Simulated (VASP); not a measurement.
# Sn (Pm-3m) in VASP: further runs, part 3 of 3

VASP 6.6.1. The steps go on from the part before.

## (5) Single point, PBEsol (volume scaled by 0.75)

INCAR

```
SYSTEM = Sn
PREC = Accurate ; ENCUT = 520
EDIFF = 1E-7 ; ISMEAR = -1
SIGMA = 0.1 ; LREAL = .FALSE.
LASPH = .TRUE. ; NELM = 80
ALGO = Normal ; ISIF = 2
LWAVE = .FALSE. ; LCHARG = .TRUE.
GGA = PS ; LELF = .TRUE.
LVHAR = .TRUE. ; NBANDS = 13
```

KPOINTS

```
Automatic mesh
0
G
  14 14 14
  0 0 0
```

POSCAR

```
Sn
1.0
    2.7558277444      0.0000000000      0.0000000000
    0.0000000000      2.7558277444      0.0000000000
    0.0000000000      0.0000000000      2.7558277444
Sn
1
Direct
    0.0000000000      0.0000000000      0.0000000000
```

Potentials or basis: VASP PAW PBE potentials, release 64 (Sn_d).

The run is started by

```sh
> cat potpaw_PBE.64/Sn_d/POTCAR > POTCAR
> mpirun -np 1 vasp_std > vasp.out
```

OUTCAR:

```text
SYSTEM = Sn
   PREC = Accurate
   ENCUT = 520
   EDIFF = 1E-7
   ISMEAR = -1
   LREAL = .FALSE.
   LASPH = .TRUE.
   NELM = 80
   ISIF = 2
   GGA = PS

 ion  position               nearest neighbor table
   1  0.000  0.000  0.000-

  LATTYP: Found a simple cubic cell.
 ALAT       =     2.7558277444

  Lattice vectors:

 A1 = (   2.7558277444,   0.0000000000,   0.0000000000)
 A2 = (   0.0000000000,   2.7558277444,   0.0000000000)
 A3 = (   0.0000000000,   0.0000000000,   2.7558277444)

Analysis of symmetry for initial positions (statically):
=====================================================================
 Subroutine PRICEL returns:
 Original cell was already a primitive cell.

 Routine SETGRP: Setting up the symmetry group for a
 simple cubic supercell.

 Subroutine GETGRP returns: Found 48 space group operations
 (whereof 48 operations were pure point group operations)
 out of a pool of 48 trial point group operations.

The static configuration has the point symmetry O_h .

Analysis of symmetry for dynamics (positions and initial velocities):
=====================================================================
 Subroutine PRICEL returns:
 Original cell was already a primitive cell.

 Routine SETGRP: Setting up the symmetry group for a
 simple cubic supercell.

 Subroutine GETGRP returns: Found 48 space group operations
 (whereof 48 operations were pure point group operations)
 out of a pool of 48 trial point group operations.

The dynamic configuration has the point symmetry O_h .

 Subroutine INISYM returns: Found 48 space group operations
 (whereof 48 operations are pure point group operations),
 and found     1 'primitive' translations

----------------------------------------------------------------------------------------

                                     Primitive cell

  volume of cell :      20.9294

  direct lattice vectors                    reciprocal lattice vectors
     2.755827744  0.000000000  0.000000000     0.362867382  0.000000000  0.000000000
     0.000000000  2.755827744  0.000000000     0.000000000  0.362867382  0.000000000
     0.000000000  0.000000000  2.755827744     0.000000000  0.000000000  0.362867382

  length of vectors
     2.755827744  2.755827744  2.755827744     0.362867382  0.362867382  0.362867382

  position of ions in fractional coordinates (direct lattice)
     0.000000000  0.000000000  0.000000000

  ion indices of the primitive-cell ions
   primitive index   ion index
                 1           1

----------------------------------------------------------------------------------------

 KPOINTS: Automatic mesh

Automatic generation of k-mesh.
 Grid dimensions read from file:
 generate k-points for:   14   14   14

 Generating k-lattice:

  Cartesian coordinates                     Fractional coordinates (reciprocal lattice)
     0.025919099  0.000000000  0.000000000     0.071428571  0.000000000  0.000000000
     0.000000000  0.025919099  0.000000000     0.000000000  0.071428571  0.000000000
     0.000000000  0.000000000  0.025919099     0.000000000  0.000000000  0.071428571

  Length of vectors
     0.025919099  0.025919099  0.025919099

  Shift w.r.t. Gamma in fractional coordinates (k-lattice)
     0.000000000  0.000000000  0.000000000

 Subroutine IBZKPT returns following result:
 ===========================================

 Found    120 irreducible k-points:

 Following reciprocal coordinates:
            Coordinates               Weight
  0.000000  0.000000  0.000000      1.000000
  0.071429  0.000000  0.000000      6.000000
  0.142857  0.000000  0.000000      6.000000
  0.214286  0.000000  0.000000      6.000000
  0.285714  0.000000  0.000000      6.000000
  0.357143  0.000000  0.000000      6.000000
[... 16 lines left out ...]
  0.285714  0.214286  0.000000     24.000000
  0.357143  0.214286  0.000000     24.000000
 [... further k-points ...]
   k-points           NKPTS =    120   k-points in BZ     NKDIM =    120   number of bands    NBANDS=     13
   number of dos      NEDOS =    301   number of ions     NIONS =      1
   total plane-waves  NPLWV =   8000
   dimension x,y,z NGX =    20 NGY =   20 NGZ =   20
   dimension x,y,z NGXF=    40 NGYF=   40 NGZF=   40
   ions per type =               1
   NGX,Y,Z   is equivalent  to a cutoff of  12.07, 12.07, 12.07 a.u.
   NGXF,Y,Z  is equivalent  to a cutoff of  24.13, 24.13, 24.13 a.u.
 SYSTEM =  Sn
   PREC   = accura    normal or accurate (medium, high low for compatibility)
   ISTART =      0    job   : 0-new  1-cont  2-samecut
   ICHARG =      2    charge: 1-file 2-atom 10-const
   ISPIN  =      1    spin polarized calculation?
   LNONCOLLINEAR =      F non collinear calculations
   LSORBIT =      F    spin-orbit coupling
   LASPH  =      T    aspherical Exc in radial PAW
   ENCUT  =  520.0 eV  38.22 Ry    6.18 a.u.   5.12  5.12  5.12*2*pi/ulx,y,z
   NELM   =     80;   NELMIN=  2; NELMDL= -5     # of ELM steps
   EDIFF  = 0.1E-06   stopping-criterion for ELM
   LREAL  =      F    real-space projection
   EDIFFG = 0.1E-05   stopping-criterion for IOM
   NSW    =      0    number of steps for IOM
   IBRION =     -1    ionic relax: 0-MD 1-quasi-New 2-CG
   NFREE  =      0    steps in history (QN), initial steepest desc. (CG)
   ISIF   =      2    stress and relaxation
   ISYM   =      2    0-nonsym 1-usesym 2-fastsym
   POTIM  = 0.5000    time-step for ionic-motion
   TEBEG  =    0.0;   TEEND  =   0.0 temperature during run
   PSTRESS=    0.0 pullay stress
   NELECT =      14.0000    total number of electrons
   NUPDOWN=      -1.0000    fix difference up-down
   EMIN   =  10.00;   EMAX   =-10.00  energy-range for DOS
   EFERMI =   0.00;   METHOD = LEGACY
   ISMEAR =    -1;   SIGMA  =   0.10  broadening in eV -4-tet -1-fermi 0-gaus
   EFERMI_NEDOS =   21; number of points for ismear=-14 and -15
   IALGO  =     38    algorithm
   IMIX   =      4    mixing-type and parameters
     AMIX     =   0.40;   BMIX     =  1.00
     AMIX_MAG =   1.60;   BMIX_MAG =  1.00
  volume/ion in A,a.u.               =      20.93       141.24
  Fermi-wavevector in a.u.,A,eV,Ry     =   1.431744  2.705604 27.890468  2.049892
  Thomas-Fermi vector in A             =   2.551447
   LORBIT       =      0    0 simple, 1 ext, 2 COOP (PROOUT), +10 PAW based schemes
   GGA     = PS    functional components
   LHFCALC =     F    Hartree Fock is set to
   AEXX    =    0.0000 exact exchange contribution
   IVDW    =     0    specifies the selected vdW correction
   LEPSILON=     F    determine dielectric tensor
   LRPA    =     F    only Hartree local field effects (RPA)
 non-spin polarized calculation
  energy-cutoff  :      520.00
  volume of cell :       20.93
 maximum number of plane-waves:       587
   NGX = 11   NGY = 11   NGZ = 11

 number of electron      13.9999990 magnetization

 Free energy of the ion-electron system (eV)
  ---------------------------------------------------
  ext. energy  EPLUGINS =         0.00000000
  ---------------------------------------------------
  free energy    TOTEN  =        -3.71180203 eV

  energy without entropy =       -3.69917590  energy(sigma->0) =       -3.70548897

 E-fermi :  11.4545     XC(G=0): -11.6933

 val. band max:       11.3785899733   @ k =   0.2857   0.2143   0.2143
 cond. band min:      11.5291162913   @ k =   0.5000   0.5000   0.5000
 fundamental gap:      0.1505263179
 Fermi energy:        11.4545358404

 k-point     1 :       0.0000    0.0000    0.0000
  band No.  band energies     occupation
      1     -10.8671      2.00000
      2     -10.8671      2.00000
      3      -9.9024      2.00000
      4      -9.9024      2.00000
      5      -9.9024      2.00000
      6      -2.0236      2.00000
      7      17.9505      0.00000
      8      17.9505      0.00000
      9      17.9505      0.00000
     10      21.5949      0.00000
     11      21.5949      0.00000
     12      23.9831      0.00000
     13      33.4737      0.00000

 k-point     2 :       0.0714    0.0000    0.0000
  band No.  band energies     occupation
      1     -10.8642      2.00000
      2     -10.8327      2.00000
      3      -9.9156      2.00000
      4      -9.9156      2.00000
      5      -9.9013      2.00000
      6      -1.9159      2.00000
      7      16.5736      0.00000
      8      18.0776      0.00000
      9      18.0776      0.00000
     10      21.6486      0.00000
     11      22.4589      0.00000
[... 339 lines left out ...]
 k-point    24 :       0.3571    0.2143    0.0000
  band No.  band energies     occupation
      1     -10.6534      2.00000
      2     -10.2649      2.00000
      3     -10.1481      2.00000
      4     -10.1033      2.00000
      5      -9.9835      2.00000
      6       1.6630      2.00000
      7       8.4543      2.00000
      8      14.5515      0.00000
      9      20.8459      0.00000
     10      21.9063      0.00000
     11      24.0804      0.00000
     12      28.2436      0.00000
     13      29.4691      0.00000

 [... further k-points ...]
[... 5 lines left out ...]
  --------------------------------------------------------------------------------------
  -------------------------------------------------------------------------------------
  Total        4.1091435      4.1091435      4.1091435     -0.0000000     -0.0000000     -0.0000000
  in kB      314.5615875    314.5615875    314.5615875     -0.0000000     -0.0000000     -0.0000000
  external PRESSURE =     314.5615875 kB  Pullay stress =       0.0000000 kB

 VOLUME and BASIS-vectors are now :
 -----------------------------------------------------------------------------
  energy-cutoff  :      520.00
  volume of cell :       20.93
      direct lattice vectors                 reciprocal lattice vectors
     2.755827744  0.000000000  0.000000000     0.362867382  0.000000000  0.000000000
     0.000000000  2.755827744  0.000000000     0.000000000  0.362867382  0.000000000
     0.000000000  0.000000000  2.755827744     0.000000000  0.000000000  0.362867382

 POSITION                                       TOTAL-FORCE (eV/Angst)
 -----------------------------------------------------------------------------------
      0.00000      0.00000      0.00000         0.000000      0.000000      0.000000
 -----------------------------------------------------------------------------------
    total drift:                                0.000000      0.000000      0.000000

  FREE ENERGIE OF THE ION-ELECTRON SYSTEM (eV)
  ---------------------------------------------------
  free  energy   TOTEN  =        -3.7118020336 eV

  energy  without entropy=       -3.6991759003  energy(sigma->0) =       -3.70548897
```

OSZICAR:

```text
N       E                     dE             d eps       ncg     rms          rms(c)
DAV:   1     0.819887836885E+02    0.81989E+02   -0.70809E+03  3218   0.177E+03
DAV:   2     0.145201638970E+01   -0.80537E+02   -0.77553E+02  3350   0.349E+02
DAV:   3    -0.366698549426E+01   -0.51190E+01   -0.51018E+01  3615   0.722E+01
DAV:   4    -0.376045990013E+01   -0.93474E-01   -0.93458E-01  3593   0.102E+01
DAV:   5    -0.376327241987E+01   -0.28125E-02   -0.28124E-02  3753   0.175E+00    0.293E+00
DAV:   6    -0.372818032213E+01    0.35092E-01   -0.20215E-02  4012   0.299E+00    0.162E+00
DAV:   7    -0.371240446258E+01    0.15776E-01   -0.15063E-02  4694   0.242E+00    0.151E-01
DAV:   8    -0.371180159830E+01    0.60286E-03   -0.12691E-03  3788   0.667E-01    0.195E-02
DAV:   9    -0.371180278001E+01   -0.11817E-05   -0.40221E-05  4369   0.100E-01    0.145E-02
DAV:  10    -0.371180199497E+01    0.78503E-06   -0.13588E-06  3618   0.125E-02    0.699E-04
DAV:  11    -0.371180203358E+01   -0.38610E-07   -0.24971E-08  2405   0.212E-03
   1 F= -.37118020E+01 E0= -.37054890E+01  d E =-.126261E-01
```

stdout:

```text
POSCAR found type information on POSCAR Sn
 POSCAR found :  1 types and       1 ions
 scaLAPACK will be used
 -----------------------------------------------------------------------------
|                                                                             |
|                                                                             |
|     You enforced a specific xc type in the INCAR file but a different       |
|     I HOPE YOU KNOW WHAT YOU ARE DOING!                                     |
|                                                                             |
 -----------------------------------------------------------------------------

 LDA part: xc-table for (Slater+PW92), standard interpolation
 POSCAR, INCAR and KPOINTS ok, starting setup
 FFT: planning ... GRIDC
 FFT: planning ... GRID_SOFT
 FFT: planning ... GRID
 WAVECAR not read
 entering main loop
```

Wall time 20 s (1 thread of Intel Xeon Platinum 8488C (Sapphire Rapids), shared host); peak memory 0.14 GiB.

Results:

```
Free energy            : -3.7118 eV
Pressure               : 31.5 GPa
Band gap on the k mesh : zero (band 7 reaches 17.95 eV, above the bottom of band 8 at 8.14 eV)
```

Caveat: the PAW data sets were made with another functional, which shifts forces and pressure a little; spin-orbit coupling is left out, which moves the levels of the heavy elements.

## (6) Single point, PBEsol (volume scaled by 0.85)

INCAR

```
SYSTEM = Sn
ALGO = Normal
EDIFF = 1E-7
ENCUT = 520
GGA = PS
ISIF = 2
ISMEAR = -1
LASPH = .TRUE.
LCHARG = .FALSE.
LREAL = .FALSE.
LWAVE = .FALSE.
NBANDS = 13
NELM = 100
PREC = Accurate
SIGMA = 0.1
```

KPOINTS

```
k-points
0
G
  14 14 14
  0 0 0
```

POSCAR

```
Sn
1.0
    2.8732359313      0.0000000000      0.0000000000
    0.0000000000      2.8732359313      0.0000000000
    0.0000000000      0.0000000000      2.8732359313
Sn
1
Direct
    0.0000000000      0.0000000000      0.0000000000
```

Potentials or basis: VASP PAW PBE potentials, release 64 (Sn_d).

The run is started by

```sh
> cat potpaw_PBE.64/Sn_d/POTCAR > POTCAR
> mpirun -np 1 vasp_std > vasp.out
```

Wall time 17 s (1 thread of Intel Xeon Platinum 8488C (Sapphire Rapids), shared host); peak memory 0.16 GiB.

It converged, with:

| Item | Value |
| --- | --- |
| Free energy | -4.0843 eV |
| Pressure | 13.0 GPa |
| Band gap on the k mesh | zero (band 7 reaches 15.59 eV, above the bottom of band 8 at 6.73 eV) |

Levels at points of the mesh, in eV from the Fermi level:
```tsv
k point	band 5	band 6	band 7	band 8	band 9	band 10
(0.00, 0.00, 0.00)	-21.17	-12.25	6.10	6.10	6.10	9.56
(0.50, 0.00, 0.00)	-21.15	-8.31	-5.75	9.45	9.45	12.29
(0.50, 0.50, 0.00)	-20.96	-4.07	-2.76	-2.76	2.51	13.40
(0.50, 0.50, 0.50)	-20.95	0.17	0.17	0.17	1.04	6.09
```

Caveat: the PAW data sets were made with another functional, which shifts forces and pressure a little; spin-orbit coupling is left out, which moves the levels of the heavy elements.

## (7) The runs side by side

| cell | gap on the mesh (eV) | pressure (GPa) |
| --- | --- | --- |
| a = 2.485 Å, 1 atom | none | 138.0 |
| a = 2.627 Å, 1 atom | none | 66.7 |
| a = 2.756 Å, 1 atom | none | 31.5 |
| a = 2.873 Å, 1 atom | none | 13.0 |

Alike in all rows: task single point; level PBEsol; potentials or basis VASP PAW PBE potentials, release 64 (Sn_d); no spin polarisation; k mesh 14 × 14 × 14; cutoff (eV) 520; smearing fermi-dirac 0.1 eV.

Caveats: the PAW data sets were made with another functional, which shifts forces and pressure a little; spin-orbit coupling is left out, which moves the levels of the heavy elements.

Absolute energies hang on the potentials; compare differences alone.
